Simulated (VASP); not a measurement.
## Zn2O: single point with PBE

The system is Zn2O.

```xyz
6
Lattice="3.1692 0.0000 0.0000 -1.5846 2.7446 0.0000 0.0000 0.0000 9.5705" Properties=species:S:1:pos:R:3 pbc="T T T"
Zn    0.0000    1.8297    2.6154
Zn    1.5846    0.9149    5.4349
Zn    0.0000    0.0000    9.4500
Zn    0.0000    1.8297    7.5715
O     0.0000    0.0000    1.8364
O     0.0000    1.8297    4.5692
```

```yaml
Program: VASP 6.6.1
Task: single point
Functional: PBE
Potentials_or_basis: VASP PAW PBE potentials, release 64 (Zn, O)
Cutoff: 520 eV
k_mesh: 12 × 12 × 4
Occupations: gaussian, width 0.1 eV
Spin: no spin polarisation
Dipole_correction: no
Further_INCAR_settings: ALGO = Normal; EDIFF = 1e-07; NBANDS = 39
```

```json
{
 "Pressure": "0.6 GPa",
 "Largest force": "0.060 eV/Å",
 "Band gap on the k mesh": "zero (bands 30 and 31 overlap by 0.68 eV)"
}
```

Forces on the atoms (eV/Å):
```
Zn   0.000  0.000  0.004
Zn   0.000  0.000  0.054
Zn   0.000  0.000 -0.060
Zn   0.000  0.000 -0.009
O    0.000  0.000  0.003
O    0.000  0.000  0.008
```

Stress tensor (GPa, compression positive):
```
0.56 0.00 0.00
0.00 0.56 0.00
0.00 0.00 0.75
```

Levels at points of the mesh, in eV from the Fermi level:
```tsv
k point	band 27	band 28	band 29	band 30	band 31	band 32	band 33	band 34
(0.00, 0.00, 0.00)	-2.15	-1.73	-1.73	-1.48	-0.23	3.61	4.19	8.77
(0.50, 0.00, 0.00)	-3.25	-2.47	-2.38	-2.17	0.45	1.66	4.71	5.27
(0.00, 0.00, 0.50)	-2.15	-2.15	-1.73	-1.73	1.30	1.85	5.59	7.33
(0.50, 0.00, 0.50)	-3.23	-2.48	-2.46	-2.41	0.74	1.78	4.34	4.71
```

Run time: 98 s on 1 thread of Intel(R) Xeon(R) 6975P-C (Granite Rapids), on a shared host, peak memory 0.3 GiB.

Caveat: semilocal functionals underestimate gaps, so a narrow gap can read as zero.
